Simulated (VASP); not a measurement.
# AlN in VASP: a series of runs

The runs below take AlN through single point, with r2SCAN, PBE.

All numbers are computed with VASP 6.6.1; they aren't measurements. Logs are shortened: lines on timing, memory, paths and dates and some standing lists are left out, and cuts for length are marked.

**1. The cell of the first run**

The structure is hexagonal, space group P6_3mc (No. 186). Conventional cell: a = 3.013 Å, b = 3.013 Å, c = 5.055 Å, α = 90.00°, β = 90.00°, γ = 120.00°. Al (site symmetry 3m) has 4 N at 1.85 to 1.89 Å within 2.5 Å. Within 2.5 Å of N (site symmetry 3m) lie 4 Al at 1.85 to 1.89 Å.

**2. Single point, r2SCAN (epitaxial xy strain -3.0%)**

POSCAR

```
AlN
1.0
    3.0134929461      0.0000000000      0.0000000000
   -1.5067464730      2.6097614454      0.0000000000
    0.0000000000      0.0000000000      5.0552598016
Al N
2 2
Direct
    0.3333333333      0.6666666667      0.0007001085
    0.6666666667      0.3333333333      0.5007001085
    0.3333333333      0.6666666667      0.3742998915
    0.6666666667      0.3333333333      0.8742998915
```

INCAR.step1

```
SYSTEM = AlN
ALGO     = Normal         ! electronic algorithm
EDIFF    = 1E-5           ! SCF threshold, eV
ENCUT    = 660            ! plane-wave cutoff, eV
GGA      = PE             ! functional
GGA_COMPAT= .False.      
ISMEAR   = 0              ! smearing method
LASPH    = .True.         ! aspherical terms in the spheres
LCHARG   = .False.        ! write CHGCAR
LREAL    = .False.        ! projectors in reciprocal space
LWAVE    = .True.         ! write WAVECAR
NBANDS   = 16             ! bands
NELM     = 120            ! most SCF steps
PREC     = Accurate       ! precision mode
SIGMA    = 0.01           ! smearing width, eV
```

INCAR.step2

```
SYSTEM = AlN
ALGO     = Normal         ! electronic algorithm
EDIFF    = 1E-6           ! SCF threshold, eV
ENCUT    = 660            ! plane-wave cutoff, eV
GGA_COMPAT= .False.      
ISIF     = 2              ! what is computed and relaxed
ISMEAR   = 0              ! smearing method
ISTART   = 1            
LASPH    = .True.         ! aspherical terms in the spheres
LCHARG   = .False.        ! write CHGCAR
LMIXTAU  = .True.       
LREAL    = .False.        ! projectors in reciprocal space
LWAVE    = .False.        ! write WAVECAR
METAGGA  = R2SCAN         ! meta-GGA
NBANDS   = 16             ! bands
NELM     = 120            ! most SCF steps
PREC     = Accurate       ! precision mode
SIGMA    = 0.01           ! smearing width, eV
```

KPOINTS

```
k-points
0
Gamma
  12 12 6
  0 0 0
```

Potentials or basis: VASP PAW PBE potentials, release 64 (Al, N).

Command:

```console
$ cat potpaw_PBE.64/Al/POTCAR potpaw_PBE.64/N/POTCAR > POTCAR
$ cp INCAR.step1 INCAR
$ mpirun -np 1 vasp_std > vasp.out
$ cp INCAR.step2 INCAR
$ mpirun -np 1 vasp_std > vasp.out
```

OUTCAR:

```text
SYSTEM = AlN
   EDIFF = 1E-6
   ENCUT = 660
   ISIF = 2
   ISMEAR = 0
   ISTART = 1
   LASPH = .True.
   LREAL = .False.
   METAGGA = R2SCAN
   NELM = 120
   PREC = Accurate

 ion  position               nearest neighbor table
   1  0.333  0.667  0.001-   4 1.85   4 1.85   4 1.85   3 1.89   2 3.07   2 3.07   2 3.07   2 3.07
                             2 3.07   2 3.07
   2  0.667  0.333  0.501-   3 1.85   3 1.85   3 1.85   4 1.89   1 3.07   1 3.07   1 3.07   1 3.07
                             1 3.07   1 3.07
   3  0.333  0.667  0.374-   2 1.85   2 1.85   2 1.85   1 1.89
   4  0.667  0.333  0.874-   1 1.85   1 1.85   1 1.85   2 1.89

  LATTYP: Found a hexagonal cell.
 ALAT       =     3.0134929461
 C/A-ratio  =     1.6775416077

  Lattice vectors:

 A1 = (   3.0134929461,   0.0000000000,   0.0000000000)
 A2 = (  -1.5067464730,   2.6097614454,   0.0000000000)
 A3 = (   0.0000000000,   0.0000000000,   5.0552598016)

Analysis of symmetry for initial positions (statically):
=====================================================================
 Subroutine PRICEL returns:
 Original cell was already a primitive cell.

 Routine SETGRP: Setting up the symmetry group for a
 hexagonal supercell.

 Subroutine GETGRP returns: Found 12 space group operations
 (whereof  6 operations were pure point group operations)
 out of a pool of 24 trial point group operations.

The static configuration has the point symmetry C_3v.
 The point group associated with its full space group is C_6v.

Analysis of symmetry for dynamics (positions and initial velocities):
=====================================================================
 Subroutine PRICEL returns:
 Original cell was already a primitive cell.

 Routine SETGRP: Setting up the symmetry group for a
 hexagonal supercell.

 Subroutine GETGRP returns: Found 12 space group operations
 (whereof  6 operations were pure point group operations)
 out of a pool of 24 trial point group operations.

The dynamic configuration has the point symmetry C_3v.
 The point group associated with its full space group is C_6v.

 Subroutine INISYM returns: Found 12 space group operations
 (whereof  6 operations are pure point group operations),
 and found     1 'primitive' translations

----------------------------------------------------------------------------------------

                                     Primitive cell

  volume of cell :      39.7571

  direct lattice vectors                    reciprocal lattice vectors
     3.013492946  0.000000000  0.000000000     0.331840830  0.191588392  0.000000000
    -1.506746473  2.609761445  0.000000000     0.000000000  0.383176785  0.000000000
     0.000000000  0.000000000  5.055259802     0.000000000  0.000000000  0.197813770

  length of vectors
     3.013492946  3.013492946  5.055259802     0.383176785  0.383176785  0.197813770

  position of ions in fractional coordinates (direct lattice)
     0.333333333  0.666666667  0.000700108
     0.666666667  0.333333333  0.500700108
     0.333333333  0.666666667  0.374299892
     0.666666667  0.333333333  0.874299892

  ion indices of the primitive-cell ions
   primitive index   ion index
                 1           1
                 2           2
                 3           3
                 4           4

----------------------------------------------------------------------------------------

 KPOINTS: k-points

Automatic generation of k-mesh.
 Grid dimensions read from file:
 generate k-points for:   12   12    6

 Generating k-lattice:

  Cartesian coordinates                     Fractional coordinates (reciprocal lattice)
     0.027653402  0.015965699  0.000000000     0.083333333  0.000000000  0.000000000
     0.000000000  0.031931399  0.000000000     0.000000000  0.083333333  0.000000000
     0.000000000  0.000000000  0.032968962     0.000000000  0.000000000  0.166666667

  Length of vectors
     0.031931399  0.031931399  0.032968962

  Shift w.r.t. Gamma in fractional coordinates (k-lattice)
     0.000000000  0.000000000  0.000000000

 Subroutine IBZKPT returns following result:
 ===========================================

 Found     76 irreducible k-points:

 Following reciprocal coordinates:
            Coordinates               Weight
  0.000000  0.000000  0.000000      1.000000
  0.083333  0.000000  0.000000      6.000000
  0.166667  0.000000  0.000000      6.000000
  0.250000  0.000000  0.000000      6.000000
  0.333333  0.000000  0.000000      6.000000
  0.416667  0.000000  0.000000      6.000000
[... 16 lines left out ...]
  0.250000  0.000000  0.166667     12.000000
  0.333333  0.000000  0.166667     12.000000
 [... further k-points ...]
   k-points           NKPTS =     76   k-points in BZ     NKDIM =     76   number of bands    NBANDS=     16
   number of dos      NEDOS =    301   number of ions     NIONS =      4
   total plane-waves  NPLWV =  32928
   dimension x,y,z NGX =    28 NGY =   28 NGZ =   42
   dimension x,y,z NGXF=    56 NGYF=   56 NGZF=   84
   ions per type =               2   2
   NGX,Y,Z   is equivalent  to a cutoff of  15.45, 15.45, 13.81 a.u.
   NGXF,Y,Z  is equivalent  to a cutoff of  30.89, 30.89, 27.62 a.u.
 SYSTEM =  AlN
   PREC   = accura    normal or accurate (medium, high low for compatibility)
   ISTART =      1    job   : 0-new  1-cont  2-samecut
   ICHARG =      0    charge: 1-file 2-atom 10-const
   ISPIN  =      1    spin polarized calculation?
   LNONCOLLINEAR =      F non collinear calculations
   LSORBIT =      F    spin-orbit coupling
   LASPH  =      T    aspherical Exc in radial PAW
   ENCUT  =  660.0 eV  48.51 Ry    6.96 a.u.   6.31  6.31 10.59*2*pi/ulx,y,z
   NELM   =    120;   NELMIN=  2; NELMDL=  0     # of ELM steps
   EDIFF  = 0.1E-05   stopping-criterion for ELM
   LREAL  =      F    real-space projection
   EDIFFG = 0.1E-04   stopping-criterion for IOM
   NSW    =      0    number of steps for IOM
   IBRION =     -1    ionic relax: 0-MD 1-quasi-New 2-CG
   NFREE  =      0    steps in history (QN), initial steepest desc. (CG)
   ISIF   =      2    stress and relaxation
   ISYM   =      2    0-nonsym 1-usesym 2-fastsym
   POTIM  = 0.5000    time-step for ionic-motion
   TEBEG  =    0.0;   TEEND  =   0.0 temperature during run
   PSTRESS=    0.0 pullay stress
   NELECT =      16.0000    total number of electrons
   NUPDOWN=      -1.0000    fix difference up-down
   EMIN   =  10.00;   EMAX   =-10.00  energy-range for DOS
   EFERMI =   0.00;   METHOD = LEGACY
   ISMEAR =     0;   SIGMA  =   0.01  broadening in eV -4-tet -1-fermi 0-gaus
   EFERMI_NEDOS =   21; number of points for ismear=-14 and -15
   IALGO  =     38    algorithm
   IMIX   =      4    mixing-type and parameters
     AMIX     =   0.40;   BMIX     =  1.00
     AMIX_MAG =   1.60;   BMIX_MAG =  1.00
  volume/ion in A,a.u.               =       9.94        67.07
  Fermi-wavevector in a.u.,A,eV,Ry     =   1.208676  2.284067 19.876729  1.460898
  Thomas-Fermi vector in A             =   2.344277
   LORBIT       =      0    0 simple, 1 ext, 2 COOP (PROOUT), +10 PAW based schemes
   METAGGA = R2SCAN    functional components
   LHFCALC =     F    Hartree Fock is set to
   AEXX    =    0.0000 exact exchange contribution
   IVDW    =     0    specifies the selected vdW correction
   LEPSILON=     F    determine dielectric tensor
   LRPA    =     F    only Hartree local field effects (RPA)
 non-spin polarized calculation
 Gauss-broadening in eV      SIGMA  =   0.01
  energy-cutoff  :      660.00
  volume of cell :       39.76
 maximum number of plane-waves:      1551
 NGX is ok and might be reduce to    28
   NGX = 13   NGY = 13   NGZ = 21

 number of electron      16.0000001 magnetization

 Free energy of the ion-electron system (eV)
  ---------------------------------------------------
  ext. energy  EPLUGINS =         0.00000000
  ---------------------------------------------------
  free energy    TOTEN  =       -38.33296336 eV

  energy without entropy =      -38.33296336  energy(sigma->0) =      -38.33296336

 E-fermi :   6.3098     XC(G=0): -11.6267

 val. band max:        6.2670101050   @ k =   0.0000   0.0000   0.0000
 cond. band min:      11.6074291143   @ k =   0.0000   0.0000   0.0000
 fundamental gap:      5.3404190093
 Fermi energy:         6.3098066452

 k-point     1 :       0.0000    0.0000    0.0000
  band No.  band energies     occupation
      1      -9.8929      2.00000
      2      -7.8236      2.00000
      3      -0.0943      2.00000
      4       5.7236      2.00000
      5       5.7236      2.00000
      6       6.0465      2.00000
[... 8 lines left out ...]
     15      21.2666      0.00000
     16      21.2666      0.00000

 k-point     2 :       0.0833    0.0000    0.0000
  band No.  band energies     occupation
      1      -9.7949      2.00000
      2      -7.7621      2.00000
      3       0.0225      2.00000
      4       5.2810      2.00000
      5       5.5978      2.00000
      6       5.8438      2.00000
[... 8 lines left out ...]
     15      20.9828      0.00000
     16      21.2318      0.00000

 k-point     3 :       0.1667    0.0000    0.0000
  band No.  band energies     occupation
      1      -9.5095      2.00000
      2      -7.5918      2.00000
      3       0.3668      2.00000
      4       4.1890      2.00000
      5       4.9069      2.00000
      6       5.3044      2.00000
[... 8 lines left out ...]
     15      20.3255      0.00000
     16      20.5107      0.00000

 k-point     4 :       0.2500    0.0000    0.0000
  band No.  band energies     occupation
      1      -9.0664      2.00000
      2      -7.3587      2.00000
      3       0.9173      2.00000
      4       2.8983      2.00000
      5       3.8373      2.00000
      6       4.9673      2.00000
[... 8 lines left out ...]
     15      19.7888      0.00000
     16      21.5205      0.00000
[... 324 lines left out ...]
 k-point    22 :       0.1667    0.0000    0.1667
  band No.  band energies     occupation
      1      -9.4103      2.00000
      2      -7.7659      2.00000
      3       0.6807      2.00000
      4       4.2224      2.00000
      5       4.6520      2.00000
      6       5.3558      2.00000
[... 8 lines left out ...]
     15      20.4394      0.00000
     16      20.8374      0.00000

 k-point    23 :       0.2500    0.0000    0.1667
  band No.  band energies     occupation
      1      -8.9746      2.00000
      2      -7.5059      2.00000
      3       1.1083      2.00000
      4       3.0183      2.00000
      5       3.6579      2.00000
      6       5.0279      2.00000
[... 8 lines left out ...]
     15      20.1822      0.00000
     16      21.5349      0.00000

 k-point    24 :       0.3333    0.0000    0.1667
  band No.  band energies     occupation
      1      -8.4462      2.00000
      2      -7.2546      2.00000
      3       1.2825      2.00000
      4       2.2145      2.00000
      5       2.8181      2.00000
      6       4.7403      2.00000
[... 8 lines left out ...]
     15      20.2135      0.00000
     16      22.5574      0.00000

 [... further k-points ...]
[... 5 lines left out ...]
  --------------------------------------------------------------------------------------
  -------------------------------------------------------------------------------------
  Total        4.0457980      4.0457980     -0.1062703      0.0000000      0.0000000      0.0000000
  in kB      163.0423061    163.0423061     -4.2826051      0.0000000      0.0000000      0.0000000
  external PRESSURE =     107.2673357 kB  Pullay stress =       0.0000000 kB

 VOLUME and BASIS-vectors are now :
 -----------------------------------------------------------------------------
  energy-cutoff  :      660.00
  volume of cell :       39.76
      direct lattice vectors                 reciprocal lattice vectors
     3.013492946  0.000000000  0.000000000     0.331840830  0.191588392  0.000000000
    -1.506746473  2.609761445  0.000000000     0.000000000  0.383176785  0.000000000
     0.000000000  0.000000000  5.055259802     0.000000000  0.000000000  0.197813770

 POSITION                                       TOTAL-FORCE (eV/Angst)
 -----------------------------------------------------------------------------------
     -0.00000      1.73984      0.00354        -0.000000      0.000000      0.006679
      1.50675      0.86992      2.53117         0.000000     -0.000000      0.006679
     -0.00000      1.73984      1.89218        -0.000000      0.000000     -0.006679
      1.50675      0.86992      4.41981         0.000000     -0.000000     -0.006679
 -----------------------------------------------------------------------------------
    total drift:                               -0.000000     -0.000000      0.024945

  FREE ENERGIE OF THE ION-ELECTRON SYSTEM (eV)
  ---------------------------------------------------
  free  energy   TOTEN  =       -38.3329633620 eV

  energy  without entropy=      -38.3329633620  energy(sigma->0) =      -38.33296336
```

Run time: 3.8 min. Hardware: 1 thread of Intel Xeon Platinum 8488C (Sapphire Rapids), shared host; peak memory 0.21 GiB.

What came out:

```yaml
Free_energy: -38.3330 eV
Pressure: 10.7 GPa
Largest_force: 0.007 eV/Å
Band_gap_on_the_k_mesh: 5.34 eV, direct
```

Forces on the atoms (eV/Å):
```
Al   0.000  0.000  0.007
Al   0.000  0.000  0.007
N    0.000  0.000 -0.007
N    0.000  0.000 -0.007
```

Caveat: the cell differs from its parent crystal (epitaxial xy strain -3.0%); the PAW data sets were made with another functional, which shifts forces and pressure a little. A k mesh can miss the band edges.

[end of part 1 of 2]
